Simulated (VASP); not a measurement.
PbO, 4 atoms in the cell. The structure is hexagonal, space group P6_3/mmc (No. 194). The conventional cell has a = 3.566 Å, b = 3.566 Å, c = 6.470 Å, α = 90.00°, β = 90.00°, γ = 120.00°. Pb (site symmetry -3m) has 6 O at 2.62 Å and 2 Pb at 3.24 Å within 3.5 Å. Within 3.5 Å of O (site symmetry -6m2) lie 6 Pb at 2.62 Å. 

| Property | Result |
| --- | --- |
| Program | VASP 6.6.1 |
| Task | single point |
| Functional | LDA |
| Potentials or basis | VASP PAW LDA potentials, release 64 (Pb_d, O) |
| Cutoff | 520 eV |
| k mesh | 12 × 12 × 4 |
| Occupations | fermi-dirac, width 0.02 eV |
| Spin | no spin polarisation |
| Dipole correction | no |
| Further INCAR settings | ALGO = Normal; EDIFF = 1e-06; NBANDS = 28 |

Potentials or basis: VASP PAW LDA potentials, release 64 (Pb_d, O).

The run is started by

```sh
$ cat potpaw_LDA.64/Pb_d/POTCAR potpaw_LDA.64/O/POTCAR > POTCAR
$ mpirun -np 1 vasp_std > vasp.out
```

Hardware: 1 thread of Intel(R) Xeon(R) Platinum 8488C (Sapphire Rapids), on a shared host.

Problem. Estimate the wall time of this run.

Solution. It took 53 s on 1 thread of Intel(R) Xeon(R) Platinum 8488C (Sapphire Rapids), with other jobs on the host, peak memory 0.22 GiB. Counts: scf iterations 14, k points 57.
